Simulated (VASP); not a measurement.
# TiO2 (P2_1/c) in VASP: notebook

The runs below take TiO2 through single point, with PBEsol.

Program: VASP 6.6.1. These are calculated values, not measurements. Logs are shortened: lines on timing, memory, paths and dates and some standing lists are left out, and cuts for length are marked.

**1. The cell of the first run**

It takes space group P2_1/c (No. 14, monoclinic). The conventional cell has a = 2.943 Å, b = 4.591 Å, c = 5.205 Å, α = 90.00°, β = 118.51°, γ = 90.00°. Ti (site symmetry -1) has 6 O at 1.87 to 2.01 Å within 2.5 Å. Within 3.0 Å of O (site symmetry 1) lie 3 Ti at 1.87 to 2.01 Å and 11 O at 2.54 to 2.94 Å.

**2. Single point, PBEsol (strain -0.1000 x Voigt [0, 0, 0, 1, 0, 0])**

INCAR reads:

```
  ALGO = Normal
  EDIFF = 1E-6
  ENCUT = 520
  GGA = PS
  ISIF = 2
  ISMEAR = 0
  LASPH = True
  LCHARG = False
  LREAL = False
  LWAVE = False
  NBANDS = 33
  NELM = 100
  PREC = Accurate
  SIGMA = 0.05
```

KPOINTS reads:

```
k-points
0
Gamma
  6 6 10
```

POSCAR reads:

```
TiO2
1.0
    4.5912476203      0.0000000000      0.0000000000
    0.0000000000      4.5912476203     -0.2295623810
    0.0000000000     -0.1469497010      2.9389940195
Ti O
2 4
Direct
    0.0000000000      0.0000000000      0.0000000000
    0.5000000000      0.5000000000      0.5000000000
    0.3044387440      0.3044387440      0.0000000000
    0.1955612560      0.8044387440      0.5000000000
    0.6955612560      0.6955612560      0.0000000000
    0.8044387440      0.1955612560      0.5000000000
```

Potentials or basis: VASP PAW PBE potentials, release 64 (Ti_sv, O).

The run is started by

```bash
$ cat potpaw_PBE.64/Ti_sv/POTCAR potpaw_PBE.64/O/POTCAR > POTCAR
$ mpirun -np 1 vasp_std > vasp.out
```

OUTCAR:

```text
EDIFF = 1E-6
   ENCUT = 520
   GGA = PS
   ISIF = 2
   ISMEAR = 0
   LASPH = True
   LREAL = False
   NELM = 100
   PREC = Accurate

 ion  position               nearest neighbor table
   1  0.000  0.000  0.000-   6 1.87   4 1.87   3 1.98   5 1.98   4 2.01   6 2.01
   2  0.500  0.500  0.500-   5 1.87   3 1.87   6 1.98   4 1.98   3 2.01   5 2.01
   3  0.304  0.304  0.000-   2 1.87   1 1.98   2 2.01
   4  0.196  0.804  0.500-   1 1.87   2 1.98   1 2.01
   5  0.696  0.696  0.000-   2 1.87   1 1.98   2 2.01
   6  0.804  0.196  0.500-   1 1.87   2 1.98   1 2.01

  LATTYP: Found a simple monoclinic cell.
 ALAT       =     2.9426654688
 B/A-ratio  =     1.5602343076
 C/A-ratio  =     1.5621833831
 COS(beta)  =    -0.0997506234

  Lattice vectors:

 A1 = (   0.0000000000,  -0.1469497010,   2.9389940195)
 A2 = (   4.5912476203,   0.0000000000,   0.0000000000)
 A3 = (   0.0000000000,   4.5912476203,  -0.2295623810)

Analysis of symmetry for initial positions (statically):
=====================================================================
 Subroutine PRICEL returns:
 Original cell was already a primitive cell.

 Routine SETGRP: Setting up the symmetry group for a
 simple monoclinic supercell.

 Subroutine GETGRP returns: Found  4 space group operations
 (whereof  2 operations were pure point group operations)
 out of a pool of  4 trial point group operations.

The static configuration has the point symmetry S_2 .
 The point group associated with its full space group is C_2h.

Analysis of symmetry for dynamics (positions and initial velocities):
=====================================================================
 Subroutine PRICEL returns:
 Original cell was already a primitive cell.

 Routine SETGRP: Setting up the symmetry group for a
 simple monoclinic supercell.

 Subroutine GETGRP returns: Found  4 space group operations
 (whereof  2 operations were pure point group operations)
 out of a pool of  4 trial point group operations.

The dynamic configuration has the point symmetry S_2 .
 The point group associated with its full space group is C_2h.

 Subroutine INISYM returns: Found  4 space group operations
 (whereof  2 operations are pure point group operations),
 and found     1 'primitive' translations

----------------------------------------------------------------------------------------

[... 102 lines left out ...]
   EDIFFG = 0.1E-04   stopping-criterion for IOM
   NSW    =      0    number of steps for IOM
   IBRION =     -1    ionic relax: 0-MD 1-quasi-New 2-CG
   NFREE  =      0    steps in history (QN), initial steepest desc. (CG)
   ISIF   =      2    stress and relaxation
   ISYM   =      2    0-nonsym 1-usesym 2-fastsym
   POTIM  = 0.5000    time-step for ionic-motion
   TEBEG  =    0.0;   TEEND  =   0.0 temperature during run
   PSTRESS=    0.0 pullay stress
   NELECT =      48.0000    total number of electrons
   NUPDOWN=      -1.0000    fix difference up-down
   EMIN   =  10.00;   EMAX   =-10.00  energy-range for DOS
   EFERMI =   0.00;   METHOD = LEGACY
   ISMEAR =     0;   SIGMA  =   0.05  broadening in eV -4-tet -1-fermi 0-gaus
   EFERMI_NEDOS =   21; number of points for ismear=-14 and -15
   IALGO  =     38    algorithm
   IMIX   =      4    mixing-type and parameters
     AMIX     =   0.40;   BMIX     =  1.00
     AMIX_MAG =   1.60;   BMIX_MAG =  1.00
  volume/ion in A,a.u.               =      10.30        69.51
  Fermi-wavevector in a.u.,A,eV,Ry     =   1.504865  2.843783 30.812011  2.264619
  Thomas-Fermi vector in A             =   2.615789
   LORBIT       =      0    0 simple, 1 ext, 2 COOP (PROOUT), +10 PAW based schemes
   GGA     = PS    functional components
   LHFCALC =     F    Hartree Fock is set to
   AEXX    =    0.0000 exact exchange contribution
   IVDW    =     0    specifies the selected vdW correction
   LEPSILON=     F    determine dielectric tensor
   LRPA    =     F    only Hartree local field effects (RPA)
 non-spin polarized calculation
 Gauss-broadening in eV      SIGMA  =   0.05
  energy-cutoff  :      520.00
  volume of cell :       61.80
 maximum number of plane-waves:      1686
 NGX is ok and might be reduce to    36
   NGX = 17   NGY = 17   NGZ = 11

 number of electron      48.0000020 magnetization

 Free energy of the ion-electron system (eV)
  ---------------------------------------------------
  ext. energy  EPLUGINS =         0.00000000
  ---------------------------------------------------
  free energy    TOTEN  =       -55.80983055 eV

  energy without entropy =      -55.80983055  energy(sigma->0) =      -55.80983055

 E-fermi :   5.1042     XC(G=0): -11.7521

 val. band max:        4.8332456520   @ k =   0.0000   0.0000   0.0000
 cond. band min:       6.6216149356   @ k =   0.0000   0.5000   0.5000
 fundamental gap:      1.7883692836
 Fermi energy:         5.1041697788

 k-point     1 :       0.0000    0.0000    0.0000
  band No.  band energies     occupation
      1     -51.7578      2.00000
      2     -51.7383      2.00000
      3     -28.2069      2.00000
      4     -28.2045      2.00000
      5     -28.0179      2.00000
      6     -28.0175      2.00000
[... 853 lines left out ...]
     32      10.6488      0.00000
     33      11.4024      0.00000

 [... further k-points ...]

------------------------ aborting loop because EDIFF is reached ----------------------------------------

  FORCE on cell =-STRESS in cart. coord.  units (eV):
  Direction    XX          YY          ZZ          XY          YZ          ZX
  --------------------------------------------------------------------------------------
  -------------------------------------------------------------------------------------
  Total        0.8912930      1.1059970      1.4756679      0.0000000      5.7271473      0.0000000
  in kB       23.1077698     28.6742122     38.2583445      0.0000000    148.4827125      0.0000000
  external PRESSURE =      30.0134422 kB  Pullay stress =       0.0000000 kB

 VOLUME and BASIS-vectors are now :
 -----------------------------------------------------------------------------
  energy-cutoff  :      520.00
  volume of cell :       61.80
      direct lattice vectors                 reciprocal lattice vectors
     4.591247620  0.000000000  0.000000000     0.217805721  0.000000000  0.000000000
     0.000000000  4.591247620 -0.229562381     0.000000000  0.218351600  0.010917580
     0.000000000 -0.146949701  2.938994019     0.000000000  0.017055262  0.341105242

 POSITION                                       TOTAL-FORCE (eV/Angst)
 -----------------------------------------------------------------------------------
      0.00000      0.00000      0.00000         0.000000      0.000000      0.000000
      2.29562      2.22215      1.35472         0.000000      0.000000      0.000000
      1.39775      1.39775     -0.06989        -0.142792     -0.146961     -0.594921
      0.89787      3.61990      1.28483         0.142792     -0.146961     -0.594921
      3.19349      3.19349     -0.15967         0.142792      0.146961      0.594921
      3.69338      0.82440      1.42460        -0.142792      0.146961      0.594921
 -----------------------------------------------------------------------------------
    total drift:                                0.000000      0.000000      0.000000

  FREE ENERGIE OF THE ION-ELECTRON SYSTEM (eV)
  ---------------------------------------------------
  free  energy   TOTEN  =       -55.8098305535 eV

  energy  without entropy=      -55.8098305535  energy(sigma->0) =      -55.80983055
```

stdout:

```text
POSCAR found type information on POSCAR TiO
 POSCAR found :  2 types and       6 ions
 scaLAPACK will be used
 -----------------------------------------------------------------------------
|                                                                             |
|                                                                             |
|     You enforced a specific xc type in the INCAR file but a different       |
|     I HOPE YOU KNOW WHAT YOU ARE DOING!                                     |
|                                                                             |
 -----------------------------------------------------------------------------

 LDA part: xc-table for (Slater+PW92), standard interpolation
 POSCAR, INCAR and KPOINTS ok, starting setup
 FFT: planning ... GRIDC
 FFT: planning ... GRID_SOFT
 FFT: planning ... GRID
 WAVECAR not read
 entering main loop
```

It took 99 s on 1 thread of Intel Xeon 6975P-C (Granite Rapids), shared host; peak memory 0.32 GiB.

Results:

| Property | Result |
| --- | --- |
| Free energy | -55.8098 eV |
| Pressure | 3.0 GPa |
| Largest force | 0.629 eV/Å |
| Band gap on the k mesh | 1.79 eV (least direct gap 1.86 eV) |

Forces in eV/Å, atoms in the order of the input:
```
Ti   0.000  0.000  0.000
Ti   0.000  0.000  0.000
O   -0.143 -0.147 -0.595
O    0.143 -0.147 -0.595
O    0.143  0.147  0.595
O   -0.143  0.147  0.595
```

Caveat: the cell differs from its parent crystal (strain -0.1000 x Voigt [0, 0, 0, 1, 0, 0]); the cell stands under pressure; the PAW data sets were made with another functional, which shifts forces and pressure a little.

**3. Single point, PBEsol (strain +0.0875 x Voigt [0, 0, 0, 1, 0, 0])**

INCAR reads:

```
ALGO = Normal
EDIFF = 1E-6
ENCUT = 520
GGA = PS
ISIF = 2
ISMEAR = 0
LASPH = True
LCHARG = False
LREAL = False
LWAVE = False
NBANDS = 33
NELM = 80
PREC = Accurate
SIGMA = 0.05
```

KPOINTS is that of step 2.

Edit POSCAR of step 2 so:

```diff
@@ -3,4 +3,4 @@
     4.5912476203      0.0000000000      0.0000000000
-    0.0000000000      4.5912476203     -0.2295623810
-    0.0000000000     -0.1469497010      2.9389940195
+    0.0000000000      4.5912476203      0.2008670834
+    0.0000000000      0.1285809884      2.9389940195
 Ti O
```

Potentials or basis: VASP PAW PBE potentials, release 64 (Ti_sv, O).

The run is started by

```bash
$ cat potpaw_PBE.64/Ti_sv/POTCAR potpaw_PBE.64/O/POTCAR > POTCAR
$ mpirun -np 1 vasp_std > vasp.out
```

It took 95 s on 1 thread of Intel Xeon 6975P-C (Granite Rapids), shared host; peak memory 0.32 GiB.

It converged, with:

- Free energy: -55.8779 eV
- Pressure: 2.4 GPa
- Largest force: 0.540 eV/Å
- Band gap on the k mesh: 1.79 eV (least direct gap 1.86 eV)

Forces on the atoms (eV/Å):
```
Ti   0.000  0.000  0.000
Ti   0.000  0.000  0.000
O   -0.113 -0.117  0.515
O    0.113 -0.117  0.515
O    0.113  0.117 -0.515
O   -0.113  0.117 -0.515
```

Stress tensor (GPa, compression positive):
```
  1.89   0.00   0.00
  0.00   2.32 -12.97
  0.00 -12.97   3.12
```

Levels at points of the mesh, in eV from the valence-band top:
```
           k point  band 21  band 22  band 23  band 24  band 25  band 26  band 27  band 28
(0.00, 0.00, 0.00)    -0.81    -0.45    -0.28     0.00     1.86     2.12     2.42     2.54
(0.50, 0.00, 0.00)    -1.63    -1.63    -0.69    -0.69     2.56     2.56     3.02     3.02
(0.00, 0.50, 0.00)    -1.60    -1.60    -0.76    -0.76     2.55     2.55     3.04     3.04
(0.50, 0.50, 0.00)    -1.34    -1.34    -1.00    -1.00     1.90     1.90     2.54     2.54
(0.00, 0.00, 0.50)    -2.42    -2.42    -1.40    -1.40     2.96     2.96     3.27     3.27
(0.50, 0.00, 0.50)    -2.08    -2.08    -1.06    -1.06     1.90     1.90     3.28     3.28
(0.00, 0.50, 0.50)    -2.17    -1.84    -1.34    -0.72     1.79     2.04     3.20     3.38
(0.50, 0.50, 0.50)    -1.36    -1.36    -0.57    -0.57     2.58     2.58     3.29     3.29
```

Caveat: the cell differs from its parent crystal (strain +0.0875 x Voigt [0, 0, 0, 1, 0, 0]); the PAW data sets were made with another functional, which shifts forces and pressure a little. A k mesh can miss the band edges.
